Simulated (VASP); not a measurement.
# Ir (P6_3/mmc) in VASP: further runs

The runs below take Ir through relaxation of cell and atoms, single point, with PBE.

Everything below comes from runs of VASP 6.6.1. Logs are shortened: lines on timing, memory, paths and dates and some standing lists are left out, and cuts for length are marked.

## Step 1: The cell of the first run

The structure is hexagonal, space group P6_3/mmc (No. 194). Conventional cell: a = 2.746 Å, b = 2.746 Å, c = 8.898 Å, α = 90.00°, β = 90.00°, γ = 120.00°. Within 3.6 Å of Ir (site symmetry -3m) lie 12 Ir at 2.73 to 2.75 Å. Within 3.6 Å of Ir (site symmetry -6m2) lie 12 Ir at 2.73 to 2.75 Å.

## Step 2: Relaxation of cell and atoms, PBE

INCAR

```
SYSTEM = Ir
PREC = Accurate ; ENCUT = 600
EDIFF = 1E-7 ; ISMEAR = 0
SIGMA = 0.1 ; LREAL = .False.
LASPH = .True. ; NELM = 100
ALGO = Normal ; ISIF = 3
LWAVE = .False. ; LCHARG = .False.
GGA = PE ; IBRION = 2
NSW = 100 ; EDIFFG = -0.01
```

KPOINTS

```
Automatic mesh
0
Gamma
  21 21 6
  0 0 0
```

POSCAR

```
Ir
1.0
    2.7463478876      0.0000000000      0.0000000000
   -1.3731739438      2.3784070383      0.0000000000
    0.0000000000      0.0000000000      8.8977182189
Ir
4
Direct
    0.0000000000      0.0000000000      0.0000000000
    0.0000000000      0.0000000000      0.5000000000
    0.3333333333      0.6666666667      0.7500000000
    0.6666666667      0.3333333333      0.2500000000
```

Potentials or basis: VASP PAW PBE potentials, release 64 (Ir).

Run with:

```console
> cat potpaw_PBE.64/Ir/POTCAR > POTCAR
> mpirun -np 1 vasp_std > vasp.out
```

OUTCAR:

```text
SYSTEM = Ir
   PREC = Accurate
   ENCUT = 600
   EDIFF = 1E-7
   ISMEAR = 0
   LREAL = .False.
   LASPH = .True.
   NELM = 100
   ISIF = 3
   GGA = PE
   IBRION = 2
   NSW = 100
   EDIFFG = -0.01

 ion  position               nearest neighbor table
   1  0.000  0.000  0.000-   3 2.73   4 2.73   4 2.73   3 2.73   4 2.73   3 2.73
   2  0.000  0.000  0.500-   3 2.73   4 2.73   4 2.73   3 2.73   4 2.73   3 2.73
   3  0.333  0.667  0.750-   1 2.73   2 2.73   1 2.73   2 2.73   1 2.73   2 2.73
   4  0.667  0.333  0.250-   1 2.73   2 2.73   1 2.73   2 2.73   1 2.73   2 2.73

  LATTYP: Found a hexagonal cell.
 ALAT       =     2.7463478876
 C/A-ratio  =     3.2398365331

  Lattice vectors:

 A1 = (   2.7463478876,   0.0000000000,   0.0000000000)
 A2 = (  -1.3731739438,   2.3784070383,   0.0000000000)
 A3 = (   0.0000000000,   0.0000000000,   8.8977182189)

Analysis of symmetry for initial positions (statically):
=====================================================================
 Subroutine PRICEL returns:
 Original cell was already a primitive cell.

 Routine SETGRP: Setting up the symmetry group for a
 hexagonal supercell.

 Subroutine GETGRP returns: Found 24 space group operations
 (whereof 12 operations were pure point group operations)
 out of a pool of 24 trial point group operations.

The static configuration has the point symmetry D_3d.
 The point group associated with its full space group is D_6h.

Analysis of symmetry for dynamics (positions and initial velocities):
=====================================================================
 Subroutine PRICEL returns:
 Original cell was already a primitive cell.

 Routine SETGRP: Setting up the symmetry group for a
 hexagonal supercell.

 Subroutine GETGRP returns: Found 24 space group operations
 (whereof 12 operations were pure point group operations)
 out of a pool of 24 trial point group operations.

The dynamic configuration has the point symmetry D_3d.
 The point group associated with its full space group is D_6h.

 Subroutine INISYM returns: Found 24 space group operations
 (whereof 12 operations are pure point group operations),
 and found     1 'primitive' translations

----------------------------------------------------------------------------------------

                                     Primitive cell

  volume of cell :      58.1193

  direct lattice vectors                    reciprocal lattice vectors
     2.746347888  0.000000000  0.000000000     0.364119930  0.210224739  0.000000000
    -1.373173944  2.378407038  0.000000000     0.000000000  0.420449479  0.000000000
     0.000000000  0.000000000  8.897718219     0.000000000  0.000000000  0.112388365

  length of vectors
     2.746347888  2.746347888  8.897718219     0.420449479  0.420449479  0.112388365

  position of ions in fractional coordinates (direct lattice)
     0.000000000  0.000000000  0.000000000
     0.000000000  0.000000000  0.500000000
     0.333333333  0.666666667  0.750000000
     0.666666667  0.333333333  0.250000000

  ion indices of the primitive-cell ions
   primitive index   ion index
                 1           1
                 2           2
                 3           3
                 4           4

----------------------------------------------------------------------------------------

 KPOINTS: Automatic mesh

Automatic generation of k-mesh.
 Grid dimensions read from file:
 generate k-points for:   21   21    6

 Generating k-lattice:

  Cartesian coordinates                     Fractional coordinates (reciprocal lattice)
     0.017339044  0.010010702  0.000000000     0.047619048 -0.000000000  0.000000000
     0.000000000  0.020021404  0.000000000     0.000000000  0.047619048  0.000000000
     0.000000000  0.000000000  0.018731394     0.000000000  0.000000000  0.166666667

  Length of vectors
     0.020021404  0.020021404  0.018731394

  Shift w.r.t. Gamma in fractional coordinates (k-lattice)
     0.000000000  0.000000000  0.000000000

 Subroutine IBZKPT returns following result:
 ===========================================

 Found    192 irreducible k-points:

 Following reciprocal coordinates:
            Coordinates               Weight
  0.000000  0.000000  0.000000      1.000000
  0.047619  0.000000  0.000000      6.000000
  0.095238  0.000000  0.000000      6.000000
  0.142857  0.000000  0.000000      6.000000
  0.190476  0.000000  0.000000      6.000000
  0.238095 -0.000000  0.000000      6.000000
[... 16 lines left out ...]
  0.142857  0.095238  0.000000     12.000000
  0.190476  0.095238  0.000000     12.000000
 [... further k-points ...]
   k-points           NKPTS =    192   k-points in BZ     NKDIM =    192   number of bands    NBANDS=     22
   number of dos      NEDOS =    301   number of ions     NIONS =      4
   total plane-waves  NPLWV =  41472
   dimension x,y,z NGX =    24 NGY =   24 NGZ =   72
   dimension x,y,z NGXF=    48 NGYF=   48 NGZF=  144
   ions per type =               4
   NGX,Y,Z   is equivalent  to a cutoff of  14.53, 14.53, 13.45 a.u.
   NGXF,Y,Z  is equivalent  to a cutoff of  29.06, 29.06, 26.91 a.u.
 SYSTEM =  Ir
   PREC   = accura    normal or accurate (medium, high low for compatibility)
   ISTART =      0    job   : 0-new  1-cont  2-samecut
   ICHARG =      2    charge: 1-file 2-atom 10-const
   ISPIN  =      1    spin polarized calculation?
   LNONCOLLINEAR =      F non collinear calculations
   LSORBIT =      F    spin-orbit coupling
   LASPH  =      T    aspherical Exc in radial PAW
   ENCUT  =  600.0 eV  44.10 Ry    6.64 a.u.   5.49  5.49 17.77*2*pi/ulx,y,z
   NELM   =    100;   NELMIN=  2; NELMDL= -5     # of ELM steps
   EDIFF  = 0.1E-06   stopping-criterion for ELM
   LREAL  =      F    real-space projection
   EDIFFG = -.1E-01   stopping-criterion for IOM
   NSW    =    100    number of steps for IOM
   IBRION =      2    ionic relax: 0-MD 1-quasi-New 2-CG
   NFREE  =      1    steps in history (QN), initial steepest desc. (CG)
   ISIF   =      3    stress and relaxation
   ISYM   =      2    0-nonsym 1-usesym 2-fastsym
   POTIM  = 0.5000    time-step for ionic-motion
   TEBEG  =    0.0;   TEEND  =   0.0 temperature during run
   PSTRESS=    0.0 pullay stress
   NELECT =      36.0000    total number of electrons
   NUPDOWN=      -1.0000    fix difference up-down
   EMIN   =  10.00;   EMAX   =-10.00  energy-range for DOS
   EFERMI =   0.00;   METHOD = LEGACY
   ISMEAR =     0;   SIGMA  =   0.10  broadening in eV -4-tet -1-fermi 0-gaus
   EFERMI_NEDOS =   21; number of points for ismear=-14 and -15
   IALGO  =     38    algorithm
   IMIX   =      4    mixing-type and parameters
     AMIX     =   0.40;   BMIX     =  1.00
     AMIX_MAG =   1.60;   BMIX_MAG =  1.00
  volume/ion in A,a.u.               =      14.53        98.05
  Fermi-wavevector in a.u.,A,eV,Ry     =   1.395518  2.637147 26.496956  1.947471
  Thomas-Fermi vector in A             =   2.518962
   LORBIT       =      0    0 simple, 1 ext, 2 COOP (PROOUT), +10 PAW based schemes
   GGA     = PE    functional components
   LHFCALC =     F    Hartree Fock is set to
   AEXX    =    0.0000 exact exchange contribution
   IVDW    =     0    specifies the selected vdW correction
   LEPSILON=     F    determine dielectric tensor
   LRPA    =     F    only Hartree local field effects (RPA)
 conjugate gradient relaxation of ions
 non-spin polarized calculation
 Gauss-broadening in eV      SIGMA  =   0.10
  energy-cutoff  :      600.00
  volume of cell :       58.12
 maximum number of plane-waves:      2004
 NGX is ok and might be reduce to    24
   NGX = 11   NGY = 11   NGZ = 35

--------------------------------------- Ionic step        1  -------------------------------------------

 number of electron      35.9999997 magnetization

 Free energy of the ion-electron system (eV)
  ---------------------------------------------------
  ext. energy  EPLUGINS =         0.00000000
  ---------------------------------------------------
  free energy    TOTEN  =       -35.27095274 eV

  energy without entropy =      -35.25180723  energy(sigma->0) =      -35.26137999

------------------------ aborting loop because EDIFF is reached ----------------------------------------

  FORCE on cell =-STRESS in cart. coord.  units (eV):
  Direction    XX          YY          ZZ          XY          YZ          ZX
  --------------------------------------------------------------------------------------
  -------------------------------------------------------------------------------------
  Total       -0.1854382     -0.1854382      0.9117968     -0.0000000      0.0000000      0.0000000
  in kB       -5.1119823     -5.1119823     25.1355436     -0.0000000      0.0000000      0.0000000
  external PRESSURE =       4.9705264 kB  Pullay stress =       0.0000000 kB
[... 99 lines left out ...]
  energy  without entropy=      -35.2539049224  energy(sigma->0) =      -35.26363596

--------------------------------------- Ionic step        4  -------------------------------------------

 number of electron      35.9999999 magnetization

 E-fermi :  10.0172     XC(G=0): -13.8448

 val. band max:       10.0147406912   @ k =   0.0952   0.0476   0.3333
 cond. band min:      10.0172414228   @ k =   0.3333   0.1429   0.0000
 fundamental gap:      0.0025007316
 Fermi energy:        10.0172387219

 k-point     1 :       0.0000    0.0000    0.0000
  band No.  band energies     occupation
      1      -0.8692      2.00000
      2       1.2795      2.00000
      3       1.3149      2.00000
      4       2.1410      2.00000
      5       5.7448      2.00000
      6       5.7869      2.00000
[... 626 lines left out ...]
  energy  without entropy=      -35.2529346273  energy(sigma->0) =      -35.26263972

--------------------------------------- Ionic step        5  -------------------------------------------

 number of electron      35.9999998 magnetization

 Free energy of the ion-electron system (eV)
  ---------------------------------------------------
  ext. energy  EPLUGINS =         0.00000000
  ---------------------------------------------------
  free energy    TOTEN  =       -35.27357583 eV

  energy without entropy =      -35.25412978  energy(sigma->0) =      -35.26385281

 E-fermi :   9.9525     XC(G=0): -13.8219

 val. band max:        9.9496804205   @ k =   0.3333   0.3333   0.0000
 cond. band min:       9.9557442049   @ k =   0.3333   0.0952   0.1667
 fundamental gap:      0.0060637844
 Fermi energy:         9.9525162602

 k-point     1 :       0.0000    0.0000    0.0000
  band No.  band energies     occupation
      1      -0.8936      2.00000
      2       1.2579      2.00000
      3       1.2933      2.00000
      4       2.1211      2.00000
      5       5.7130      2.00000
      6       5.7554      2.00000
[... 622 lines left out ...]
  FREE ENERGIE OF THE ION-ELECTRON SYSTEM (eV)
  ---------------------------------------------------
  free  energy   TOTEN  =       -35.2735758334 eV

  energy  without entropy=      -35.2541297800  energy(sigma->0) =      -35.26385281

 reached required accuracy - stopping structural energy minimisation
```

Run time: 6.5 min. Hardware: 1 thread of Intel Xeon 6975P-C (Granite Rapids), shared host; peak memory 0.37 GiB.

Results:

```
Free energy                            : -35.2736 eV
Relaxed volume                         : 14.55 Å³/atom
Relaxed cell                           : a = 2.741 Å, b = 2.741 Å, c = 8.943 Å, α = 90.00°, β = 90.00°, γ = 120.00°
Space group after relaxing (to 0.05 Å) : P6_3/mmc (No. 194)
Energy gained by relaxing              : 0.7 meV/atom
Ionic steps                            : 5
Pressure after relaxing                : 0.0 GPa
```

The path:
```
step  energy change (eV)  largest force (eV/Å)  pressure (GPa)  volume (Å³)
   1              0.0000                0.0000            0.50        58.12
   2              0.0011                0.0000           -1.74        58.50
   3             -0.0024                0.0000           -0.54        58.29
   4             -0.0014                0.0000            1.38        57.97
   5             -0.0026                0.0000            0.01        58.20
```

Final structure:
```yaml
crystal:
  lattice:
    - [2.74124, 0.00000, 0.00000]
    - [-1.37062, 2.37398, 0.00000]
    - [0.00000, 0.00000, 8.94261]
  atoms:
    - { symbol: Ir, position: [0.00000, 0.00000, 0.00000] }
    - { symbol: Ir, position: [0.00000, 0.00000, 0.50000] }
    - { symbol: Ir, position: [0.33333, 0.66667, 0.75000] }
    - { symbol: Ir, position: [0.66667, 0.33333, 0.25000] }
```

Levels at points of the mesh, in eV from the Fermi level:
```csv
k point,band 15,band 16,band 17,band 18,band 19,band 20,band 21,band 22
"(0.00, 0.00, 0.00)",-3.19,-1.73,-1.73,-1.01,-1.01,-0.71,-0.35,-0.35
"(0.00, 0.00, 0.50)",-2.60,-2.60,-1.35,-1.35,-1.35,-1.35,0.19,0.19
```

Caveat: the bands computed are all filled at some k points, so no gap is given; spin-orbit coupling is left out, which moves the levels of the heavy elements.

## Step 3: Single point, PBE

This run uses another cell than the first one, of 19.15 Å³/atom, 1.318 times its volume.

INCAR

```
SYSTEM = Ir
  PREC = Accurate
  ENCUT = 520
  EDIFF = 1E-7
  ISMEAR = 0
  SIGMA = 0.1
  LREAL = .False.
  LASPH = .True.
  NELM = 80
  ALGO = Normal
  ISIF = 2
  LWAVE = .False.
  LCHARG = .False.
  GGA = PE
  NBANDS = 26
```

KPOINTS

```
Automatic mesh
0
Gamma
  6 6 2
  0 0 0
```

POSCAR

```
Ir
1.0
    4.3112521282      0.0000000000      0.0000000000
   -2.1556260641      3.7336538651      0.0000000000
    0.0000000000      0.0000000000      4.7593750757
Ir
4
Direct
    0.0000000000      0.0000000000      0.2500000000
    0.0000000000      0.0000000000      0.7500000000
    0.3333333333      0.6666666667      0.7500000000
    0.6666666667      0.3333333333      0.2500000000
```

Potentials or basis: VASP PAW PBE potentials, release 64 (Ir).

Run with:

```console
> cat potpaw_PBE.64/Ir/POTCAR > POTCAR
> mpirun -np 1 vasp_std > vasp.out
```

Wall time 21 s (1 thread of Intel Xeon Platinum 8488C (Sapphire Rapids), shared host); peak memory 0.19 GiB.

Results (log left out):

| Item | Value |
| --- | --- |
| Free energy | -29.9239 eV |
| Pressure | 0.1 GPa |
| Band gap on the k mesh | zero (band 18 reaches 6.60 eV, above the bottom of band 19 at 5.68 eV) |

Stress tensor (GPa, compression positive):
```
 0.31  0.00  0.00
 0.00  0.31  0.00
 0.00  0.00 -0.21
```

Levels at points of the mesh, in eV from the Fermi level:
| k point | band 14 | band 15 | band 16 | band 17 | band 18 | band 19 | band 20 | band 21 | band 22 | band 23 |
| --- | --- | --- | --- | --- | --- | --- | --- | --- | --- | --- |
| (0.00, 0.00, 0.00) | -2.09 | -2.09 | -1.25 | 0.02 | 0.02 | 0.40 | 0.63 | 0.63 | 0.64 | 6.30 |
| (0.50, 0.00, 0.00) | -0.84 | -0.74 | 0.19 | 0.42 | 0.49 | 0.54 | 1.11 | 1.45 | 1.77 | 2.08 |
| (0.00, 0.00, 0.50) | -1.83 | -1.83 | -1.83 | -0.81 | -0.81 | -0.42 | -0.42 | -0.42 | -0.42 | 7.79 |
| (0.50, 0.00, 0.50) | -1.61 | -0.22 | -0.22 | -0.18 | -0.18 | 0.08 | 0.08 | 0.41 | 0.41 | 2.28 |

Caveat: the k points lie up to 0.66 Å⁻¹ apart; spin-orbit coupling is left out, which moves the levels of the heavy elements.

## Step 4: Single point, PBE

This run uses another cell than the first one, of 15.43 Å³/atom, 1.062 times its volume.

INCAR

```
SYSTEM = Ir
PREC = Accurate
ENCUT = 520
EDIFF = 1E-6
ISMEAR = 0
SIGMA = 0.1
LREAL = .False.
LASPH = .True.
NELM = 100
ALGO = Normal
ISIF = 2
LWAVE = .False.
LCHARG = .False.
GGA = PE
NBANDS = 26
```

KPOINTS

```
Automatic mesh
0
Gamma
  9 9 2
  0 0 0
```

POSCAR

```
Ir
1.0
    2.9685882496      0.0000000000      0.0000000000
   -1.4842941248      2.5708728376      0.0000000000
    0.0000000000      0.0000000000      8.0851793791
Ir
4
Direct
    0.0000000000      0.0000000000      0.2500000000
    0.0000000000      0.0000000000      0.7500000000
    0.3333333333      0.6666666667      0.7500000000
    0.6666666667      0.3333333333      0.2500000000
```

Run with:

```console
> cat potpaw_PBE.64/Ir/POTCAR > POTCAR
> mpirun -np 1 vasp_std > vasp.out
```

Wall time 21 s (1 thread of Intel Xeon Platinum 8488C (Sapphire Rapids), shared host); peak memory 0.19 GiB.

It converged, with:

```
Free energy            : 37.7764 eV
Pressure               : 420.2 GPa
Band gap on the k mesh : zero (band 18 reaches 12.78 eV, above the bottom of band 19 at 9.11 eV)
```

Stress tensor (GPa, compression positive):
```
629.78   0.00   0.00
  0.00 629.78   0.00
  0.00   0.00   0.97
```

Levels at points of the mesh, in eV from the Fermi level:
| k point | band 16 | band 17 | band 18 | band 19 | band 20 | band 21 |
| --- | --- | --- | --- | --- | --- | --- |
| (0.00, 0.00, 0.00) | -4.19 | -4.13 | -1.27 | -1.27 | -1.22 | -1.22 |
| (0.00, 0.00, 0.50) | -4.19 | -1.78 | -1.78 | -1.24 | -1.24 | -1.24 |

Caveat: the k points lie up to 0.39 Å⁻¹ apart; spin-orbit coupling is left out, which moves the levels of the heavy elements.

## Step 5: Single point, PBE

This run uses another cell than the first one, of 19.30 Å³/atom, 1.329 times its volume.

INCAR

```
ALGO     = Fast           # electronic algorithm
EDIFF    = 1E-7           # SCF threshold, eV
ENCUT    = 520            # plane-wave cutoff, eV
GGA      = PE             # functional
ISIF     = 2              # what is computed and relaxed
ISMEAR   = 0              # smearing method
LASPH    = True           # aspherical terms in the spheres
LCHARG   = False          # write CHGCAR
LREAL    = False          # projectors in reciprocal space
LWAVE    = False          # write WAVECAR
NBANDS   = 26             # bands
NELM     = 100            # most SCF steps
PREC     = Accurate       # precision mode
SIGMA    = 0.1            # smearing width, eV
```

KPOINTS

```
k-points
0
Gamma
  6 6 4
```

POSCAR

```
Ir
1.0
    4.2761115244      0.0000000000      0.0000000000
   -2.1380557622      3.7032212095      0.0000000000
    0.0000000000      0.0000000000      4.8764111040
Ir
4
Direct
    0.0000000000      0.0000000000      0.2500000000
    0.0000000000      0.0000000000      0.7500000000
    0.3333333333      0.6666666667      0.7500000000
    0.6666666667      0.3333333333      0.2500000000
```

Run with:

```console
> cat potpaw_PBE.64/Ir/POTCAR > POTCAR
> mpirun -np 1 vasp_std > vasp.out
```

Wall time 29 s (1 thread of Intel Xeon Platinum 8488C (Sapphire Rapids), shared host); peak memory 0.19 GiB.

Results (log left out):

| Quantity | Value |
| --- | --- |
| Free energy | -29.5780 eV |
| Pressure | -0.3 GPa |
| Band gap on the k mesh | zero (band 18 reaches 6.48 eV, above the bottom of band 19 at 5.57 eV) |

Stress tensor (GPa, compression positive):
```
-0.42  0.00  0.00
 0.00 -0.42  0.00
 0.00  0.00  0.08
```

Levels at points of the mesh, in eV from the Fermi level:
| k point | band 16 | band 17 | band 18 | band 19 | band 20 | band 21 |
| --- | --- | --- | --- | --- | --- | --- |
| (0.00, 0.00, 0.00) | -1.35 | -0.06 | -0.06 | 0.08 | 0.36 | 0.36 |
| (0.50, 0.00, 0.00) | 0.09 | 0.25 | 0.42 | 0.50 | 0.94 | 1.54 |
| (0.00, 0.00, 0.50) | -1.97 | -0.89 | -0.89 | -0.50 | -0.50 | -0.50 |
| (0.50, 0.00, 0.50) | -0.32 | -0.15 | -0.15 | 0.01 | 0.01 | 0.43 |

Caveat: spin-orbit coupling is left out, which moves the levels of the heavy elements.

(Part 1 of 2 ends here.)
